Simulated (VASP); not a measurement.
# Si (Fd-3m) in VASP: settings compared

The runs below take Si through single point, with LDA, PBE.

All numbers are computed with VASP 6.6.1; they aren't measurements. Logs are shortened: lines on timing, memory, paths and dates and some standing lists are left out, and cuts for length are marked.

### 1 The cell of the first run

It takes space group Fd-3m (No. 227, cubic). The conventional cell has a = 5.444 Å, b = 5.444 Å, c = 5.444 Å, α = 90.00°, β = 90.00°, γ = 90.00°. Within 3.1 Å of Si (site symmetry -43m) lie 4 Si at 2.36 Å.

### 2 Single point, LDA

Contents of INCAR:

```
  PREC = Accurate
  ENCUT = 520
  EDIFF = 1E-6
  ISMEAR = 0
  SIGMA = 0.01
  LREAL = False
  LASPH = True
  NELM = 60
  ALGO = Normal
  ISIF = 2
  LWAVE = False
  LCHARG = False
  NBANDS = 11
```

Contents of KPOINTS:

```
regular mesh
0
Gamma
  4 4 4
```

Contents of POSCAR:

```
Si
1.0
    0.0000000000      2.7221197378      2.7221197378
    2.7221197378      0.0000000000      2.7221197378
    2.7221197378      2.7221197378      0.0000000000
Si
2
Direct
    0.2500000000      0.2500000000      0.2500000000
    0.0000000000      0.0000000000      0.0000000000
```

Potentials or basis: VASP PAW LDA potentials, release 64 (Si).

Run with:

```sh
cat potpaw_LDA.64/Si/POTCAR > POTCAR
mpirun -np 1 vasp_std > vasp.out
```

OUTCAR:

```text
PREC = Accurate
   ENCUT = 520
   EDIFF = 1E-6
   ISMEAR = 0
   LREAL = False
   LASPH = True
   NELM = 60
   ISIF = 2

 ion  position               nearest neighbor table
   1  0.250  0.250  0.250-   2 2.36   2 2.36   2 2.36   2 2.36
   2  0.000  0.000  0.000-   1 2.36   1 2.36   1 2.36   1 2.36

  LATTYP: Found a face centered cubic cell.
 ALAT       =     5.4442394756

  Lattice vectors:

 A1 = (   0.0000000000,   2.7221197378,   2.7221197378)
 A2 = (   2.7221197378,   0.0000000000,   2.7221197378)
 A3 = (   2.7221197378,   2.7221197378,   0.0000000000)

Analysis of symmetry for initial positions (statically):
=====================================================================
 Subroutine PRICEL returns:
 Original cell was already a primitive cell.

 Routine SETGRP: Setting up the symmetry group for a
 face centered cubic supercell.

 Subroutine GETGRP returns: Found 48 space group operations
 (whereof 24 operations were pure point group operations)
 out of a pool of 48 trial point group operations.

The static configuration has the point symmetry T_d .
 The point group associated with its full space group is O_h .

Analysis of symmetry for dynamics (positions and initial velocities):
=====================================================================
 Subroutine PRICEL returns:
 Original cell was already a primitive cell.

 Routine SETGRP: Setting up the symmetry group for a
 face centered cubic supercell.

 Subroutine GETGRP returns: Found 48 space group operations
 (whereof 24 operations were pure point group operations)
 out of a pool of 48 trial point group operations.

The dynamic configuration has the point symmetry T_d .
 The point group associated with its full space group is O_h .

 Subroutine INISYM returns: Found 48 space group operations
 (whereof 24 operations are pure point group operations),
 and found     1 'primitive' translations

----------------------------------------------------------------------------------------

                                     Primitive cell

  volume of cell :      40.3415

  direct lattice vectors                    reciprocal lattice vectors
     0.000000000  2.722119738  2.722119738    -0.183680384  0.183680384  0.183680384
     2.722119738  0.000000000  2.722119738     0.183680384 -0.183680384  0.183680384
     2.722119738  2.722119738  0.000000000     0.183680384  0.183680384 -0.183680384

  length of vectors
     3.849658652  3.849658652  3.849658652     0.318143758  0.318143758  0.318143758

  position of ions in fractional coordinates (direct lattice)
     0.250000000  0.250000000  0.250000000
     0.000000000  0.000000000  0.000000000

  ion indices of the primitive-cell ions
   primitive index   ion index
                 1           1
                 2           2

----------------------------------------------------------------------------------------

 KPOINTS: regular mesh

Automatic generation of k-mesh.
 Grid dimensions read from file:
 generate k-points for:    4    4    4

 Generating k-lattice:

  Cartesian coordinates                     Fractional coordinates (reciprocal lattice)
    -0.045920096  0.045920096  0.045920096     0.250000000  0.000000000  0.000000000
     0.045920096 -0.045920096  0.045920096     0.000000000  0.250000000  0.000000000
     0.045920096  0.045920096 -0.045920096     0.000000000  0.000000000  0.250000000

  Length of vectors
     0.079535940  0.079535940  0.079535940

  Shift w.r.t. Gamma in fractional coordinates (k-lattice)
     0.000000000  0.000000000  0.000000000

 Subroutine IBZKPT returns following result:
 ===========================================

 Found      8 irreducible k-points:

 Following reciprocal coordinates:
            Coordinates               Weight
  0.000000  0.000000  0.000000      1.000000
  0.250000  0.000000  0.000000      8.000000
  0.500000  0.000000  0.000000      4.000000
  0.250000  0.250000  0.000000      6.000000
  0.500000  0.250000  0.000000     24.000000
 -0.250000  0.250000  0.000000     12.000000
  0.500000  0.500000  0.000000      3.000000
 -0.250000  0.500000  0.250000      6.000000
   k-points           NKPTS =      8   k-points in BZ     NKDIM =      8   number of bands    NBANDS=     11
   number of dos      NEDOS =    301   number of ions     NIONS =      2
   total plane-waves  NPLWV =  27000
   dimension x,y,z NGX =    30 NGY =   30 NGZ =   30
   dimension x,y,z NGXF=    60 NGYF=   60 NGZF=   60
   ions per type =               2
   NGX,Y,Z   is equivalent  to a cutoff of  12.96, 12.96, 12.96 a.u.
   NGXF,Y,Z  is equivalent  to a cutoff of  25.91, 25.91, 25.91 a.u.
 SYSTEM =  unknown system
   PREC   = accura    normal or accurate (medium, high low for compatibility)
   ISTART =      0    job   : 0-new  1-cont  2-samecut
   ICHARG =      2    charge: 1-file 2-atom 10-const
   ISPIN  =      1    spin polarized calculation?
   LNONCOLLINEAR =      F non collinear calculations
   LSORBIT =      F    spin-orbit coupling
   LASPH  =      T    aspherical Exc in radial PAW
   ENCUT  =  520.0 eV  38.22 Ry    6.18 a.u.   7.16  7.16  7.16*2*pi/ulx,y,z
   NELM   =     60;   NELMIN=  2; NELMDL= -5     # of ELM steps
   EDIFF  = 0.1E-05   stopping-criterion for ELM
   LREAL  =      F    real-space projection
   EDIFFG = 0.1E-04   stopping-criterion for IOM
   NSW    =      0    number of steps for IOM
   IBRION =     -1    ionic relax: 0-MD 1-quasi-New 2-CG
   NFREE  =      0    steps in history (QN), initial steepest desc. (CG)
   ISIF   =      2    stress and relaxation
   ISYM   =      2    0-nonsym 1-usesym 2-fastsym
   POTIM  = 0.5000    time-step for ionic-motion
   TEBEG  =    0.0;   TEEND  =   0.0 temperature during run
   PSTRESS=    0.0 pullay stress
   NELECT =       8.0000    total number of electrons
   NUPDOWN=      -1.0000    fix difference up-down
   EMIN   =  10.00;   EMAX   =-10.00  energy-range for DOS
   EFERMI =   0.00;   METHOD = LEGACY
   ISMEAR =     0;   SIGMA  =   0.01  broadening in eV -4-tet -1-fermi 0-gaus
   EFERMI_NEDOS =   21; number of points for ismear=-14 and -15
   IALGO  =     38    algorithm
   IMIX   =      4    mixing-type and parameters
     AMIX     =   0.40;   BMIX     =  1.00
     AMIX_MAG =   1.60;   BMIX_MAG =  1.00
  volume/ion in A,a.u.               =      20.17       136.12
  Fermi-wavevector in a.u.,A,eV,Ry     =   0.954672  1.804069 12.400336  0.911399
  Thomas-Fermi vector in A             =   2.083440
   LORBIT       =      0    0 simple, 1 ext, 2 COOP (PROOUT), +10 PAW based schemes
   GGA     = CA    functional components
   LHFCALC =     F    Hartree Fock is set to
   AEXX    =    0.0000 exact exchange contribution
   IVDW    =     0    specifies the selected vdW correction
   LEPSILON=     F    determine dielectric tensor
   LRPA    =     F    only Hartree local field effects (RPA)
 non-spin polarized calculation
 Gauss-broadening in eV      SIGMA  =   0.01
  energy-cutoff  :      520.00
  volume of cell :       40.34
 maximum number of plane-waves:      1106
 NGX is ok and might be reduce to    30
   NGX = 15   NGY = 15   NGZ = 15

 number of electron       8.0000001 magnetization

 Free energy of the ion-electron system (eV)
  ---------------------------------------------------
  ext. energy  EPLUGINS =         0.00000000
  ---------------------------------------------------
  free energy    TOTEN  =       -11.71696675 eV

  energy without entropy =      -11.71696675  energy(sigma->0) =      -11.71696675

 E-fermi :   5.8585     XC(G=0):  -9.5622

 val. band max:        5.7393098955   @ k =   0.0000   0.0000   0.0000
 cond. band min:       6.3265033717   @ k =   0.5000   0.5000   0.0000
 fundamental gap:      0.5871934762
 Fermi energy:         5.8584550866

 k-point     1 :       0.0000    0.0000    0.0000
  band No.  band energies     occupation
      1      -6.1795      2.00000
      2       5.7393      2.00000
      3       5.7393      2.00000
      4       5.7393      2.00000
      5       8.2390      0.00000
      6       8.2390      0.00000
      7       8.2390      0.00000
      8       8.8619      0.00000
      9      13.3512      0.00000
     10      13.4396      0.00000
     11      13.4396      0.00000

 k-point     2 :       0.2500    0.0000    0.0000
  band No.  band energies     occupation
      1      -5.3836      2.00000
      2       1.8007      2.00000
      3       4.9811      2.00000
      4       4.9811      2.00000
      5       7.6257      0.00000
      6       9.1756      0.00000
      7       9.1756      0.00000
      8      12.4358      0.00000
      9      12.8717      0.00000
     10      12.8717      0.00000
     11      14.4488      0.00000

 k-point     3 :       0.5000    0.0000    0.0000
  band No.  band energies     occupation
      1      -3.8547      2.00000
      2      -1.2320      2.00000
      3       4.5461      2.00000
      4       4.5461      2.00000
      5       7.1268      0.00000
      6       9.0081      0.00000
      7       9.0081      0.00000
      8      13.2028      0.00000
      9      16.2197      0.00000
     10      16.2197      0.00000
     11      16.8033      0.00000

 k-point     4 :       0.2500    0.2500    0.0000
  band No.  band energies     occupation
      1      -5.1030      2.00000
      2       2.2100      2.00000
      3       3.8514      2.00000
      4       3.8514      2.00000
      5       6.7618      0.00000
      6       8.7451      0.00000
      7      11.4040      0.00000
      8      11.4040      0.00000
      9      13.5897      0.00000
     10      14.6398      0.00000
     11      16.8460      0.00000

 k-point     5 :       0.5000    0.2500    0.0000
  band No.  band energies     occupation
      1      -3.4734      2.00000
      2      -0.6371      2.00000
      3       2.1900      2.00000
      4       3.5394      2.00000
      5       7.1425      0.00000
      6      10.0704      0.00000
      7      11.3445      0.00000
      8      11.5701      0.00000
      9      15.7375      0.00000
     10      16.1759      0.00000
     11      17.7928      0.00000

 k-point     6 :      -0.2500    0.2500    0.0000
  band No.  band energies     occupation
      1      -4.1448      2.00000
      2       0.2611      2.00000
      3       1.9696      2.00000
      4       4.4155      2.00000
      5       8.0752      0.00000
      6      10.4432      0.00000
      7      10.7490      0.00000
      8      11.7057      0.00000
      9      12.1196      0.00000
     10      15.1919      0.00000
     11      18.1261      0.00000

 k-point     7 :       0.5000    0.5000    0.0000
  band No.  band energies     occupation
      1      -2.0578      2.00000
      2      -2.0578      2.00000
      3       2.8942      2.00000
      4       2.8942      2.00000
      5       6.3265      0.00000
      6       6.3265      0.00000
      7      15.6427      0.00000
      8      15.6427      0.00000
      9      16.6272      0.00000
     10      16.6272      0.00000
     11      18.2066      0.00000

 k-point     8 :      -0.2500    0.5000    0.2500
  band No.  band energies     occupation
      1      -1.8919      2.00000
      2      -1.8919      2.00000
      3       1.8719      2.00000
      4       1.8719      2.00000
      5       9.8970      0.00000
      6       9.8970      0.00000
      7      10.6185      0.00000
      8      10.6185      0.00000
      9      16.1642      0.00000
     10      16.1642      0.00000
     11      18.6006      0.00000

------------------------ aborting loop because EDIFF is reached ----------------------------------------

  FORCE on cell =-STRESS in cart. coord.  units (eV):
  Direction    XX          YY          ZZ          XY          YZ          ZX
  --------------------------------------------------------------------------------------
  -------------------------------------------------------------------------------------
  Total       -0.3862559     -0.3862559     -0.3862559     -0.0000000      0.0000000     -0.0000000
  in kB      -15.3403076    -15.3403076    -15.3403076     -0.0000000      0.0000000     -0.0000000
  external PRESSURE =     -15.3403076 kB  Pullay stress =       0.0000000 kB

 VOLUME and BASIS-vectors are now :
 -----------------------------------------------------------------------------
  energy-cutoff  :      520.00
  volume of cell :       40.34
      direct lattice vectors                 reciprocal lattice vectors
     0.000000000  2.722119738  2.722119738    -0.183680384  0.183680384  0.183680384
     2.722119738  0.000000000  2.722119738     0.183680384 -0.183680384  0.183680384
     2.722119738  2.722119738  0.000000000     0.183680384  0.183680384 -0.183680384

 POSITION                                       TOTAL-FORCE (eV/Angst)
 -----------------------------------------------------------------------------------
      1.36106      1.36106      1.36106         0.000000      0.000000      0.000000
      0.00000      0.00000      0.00000        -0.000000     -0.000000     -0.000000
 -----------------------------------------------------------------------------------
    total drift:                               -0.000000     -0.000000     -0.000000

  FREE ENERGIE OF THE ION-ELECTRON SYSTEM (eV)
  ---------------------------------------------------
  free  energy   TOTEN  =       -11.7169667502 eV

  energy  without entropy=      -11.7169667502  energy(sigma->0) =      -11.71696675
```

It took 6.9 s on 1 thread of AMD EPYC 7R13, shared host; peak memory 0.1 GiB.

What came out:

```yaml
Free_energy: -11.7170 eV
Pressure: -1.5 GPa
Band_gap_on_the_k_mesh: 0.59 eV, indirect (least direct gap 2.50 eV)
```

Levels at points of the mesh, in eV from the valence-band top:
| k point | band 1 | band 2 | band 3 | band 4 | band 5 | band 6 | band 7 | band 8 |
| --- | --- | --- | --- | --- | --- | --- | --- | --- |
| (0.00, 0.00, 0.00) | -11.92 | 0.00 | 0.00 | 0.00 | 2.50 | 2.50 | 2.50 | 3.12 |
| (0.50, 0.00, 0.00) | -9.59 | -6.97 | -1.19 | -1.19 | 1.39 | 3.27 | 3.27 | 7.46 |
| (0.50, 0.50, 0.00) | -7.80 | -7.80 | -2.85 | -2.85 | 0.59 | 0.59 | 9.90 | 9.90 |

Caveat: the k points lie up to 0.50 Å⁻¹ apart. A k mesh can miss the band edges.

### 3 Single point, PBE

Contents of INCAR:

```
ALGO = Normal
EDIFF = 1E-6
ENCUT = 520
GGA = PE
ISIF = 2
ISMEAR = 0
LASPH = True
LCHARG = False
LREAL = False
LWAVE = False
NBANDS = 11
NELM = 80
PREC = Accurate
SIGMA = 0.01
```

Contents of KPOINTS:

```
k-points
0
Gamma
  6 6 6
```

POSCAR is that of step 2.

Potentials or basis: VASP PAW PBE potentials, release 64 (Si).

Run with:

```sh
cat potpaw_PBE.64/Si/POTCAR > POTCAR
mpirun -np 1 vasp_std > vasp.out
```

It took 15 s on 1 thread of AMD EPYC 7R13, shared host; peak memory 0.13 GiB.

Results (log left out):

| Property | Result |
| --- | --- |
| Free energy | -10.8240 eV |
| Pressure | 1.3 GPa |
| Band gap on the k mesh | 0.72 eV, indirect (least direct gap 2.56 eV) |

Levels at points of the mesh, in eV from the valence-band top:
```
           k point  band 1  band 2  band 3  band 4  band 5  band 6  band 7  band 8
(0.00, 0.00, 0.00)  -11.91    0.00    0.00    0.00    2.56    2.56    2.56    3.29
(0.50, 0.00, 0.00)   -9.59   -6.93   -1.19   -1.19    1.51    3.34    3.34    7.72
(0.50, 0.50, 0.00)   -7.79   -7.79   -2.83   -2.83    0.72    0.72   10.05   10.05
```
